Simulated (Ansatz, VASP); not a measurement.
# Two plane-wave programs on AgPdS2

File INCAR:

```
  PREC = Accurate
  ENCUT = 520
  EDIFF = 1E-7
  ISMEAR = 0
  SIGMA = 0.1
  LREAL = False
  LASPH = True
  NELM = 80
  ALGO = Normal
  ISIF = 2
  LWAVE = False
  LCHARG = False
  GGA = PE
  NBANDS = 24
```

KPOINTS

```
regular mesh
0
Gamma
  4 4 6
```

The input POSCAR:

```
AgPdS2
1.0
    5.1142391100      0.0000000000      0.0000000000
    0.0000000000      5.1142391100      0.0000000000
    0.0000000000      0.0000000000      2.5824111000
Ag Pd S
1 1 2
Direct
    0.5000000000      0.5000000000      0.5000000000
    0.0000000000      0.0000000000      0.0000000000
    0.5000000000      0.0000000000      0.0000000000
    0.0000000000      0.5000000000      0.0000000000
```

Input for Ansatz:

```yaml
crystal:
  lattice:
    - [5.11423911, 0.0, 0.0]
    - [0.0, 5.11423911, 0.0]
    - [0.0, 0.0, 2.5824111]
  atoms:
    - { symbol: Ag, position: [0.5, 0.5, 0.5] }
    - { symbol: Pd, position: [0.0, 0.0, 0.0] }
    - { symbol: S, position: [0.5, 0.0, 0.0] }
    - { symbol: S, position: [0.0, 0.5, 0.0] }
basis:
  ecutwfc: 420
kpoints:
  mp_grid: { grid: [4, 4, 6] }
hamiltonian:
  xc: pbe
scf:
  occupations: { method: gaussian, width: 0.1 }
  lower_state_search: "off"
output:
  forces: true
  stress: true
  eigenvalues: true
```

Alike in both runs: task single point; functional PBE; k mesh 4 × 4 × 6; occupations gaussian, width 0.1 eV; no spin polarisation.

```csv
,VASP,Ansatz
version,VASP 6.6.1,Ansatz 0.2.0
potentials or method,"VASP PAW PBE potentials, release 64 (Ag, Pd, S), cutoff 520 eV","scalar-relativistic, plane waves, PAW"
valence electrons in the cell,33,49
```

Ansatz gave:

- gap on the k mesh at the Fermi level (eV): none
- pressure (GPa): 1.7
- traceless stress, the component that is largest in VASP (GPa): 10.78

Estimate VASP's values.

gap on the k mesh at the Fermi level (eV): none; pressure (GPa): 1.5; traceless stress, the component that is largest in VASP (GPa): 10.64.

A gap of «none» marks a metal or a gap that the smearing closes. VASP's potentials hold 33 valence electrons a cell and Ansatz's 49, so a difference there can come from the potentials and not from the codes.

The k mesh is coarse, so the values compare programs but aren't converged.
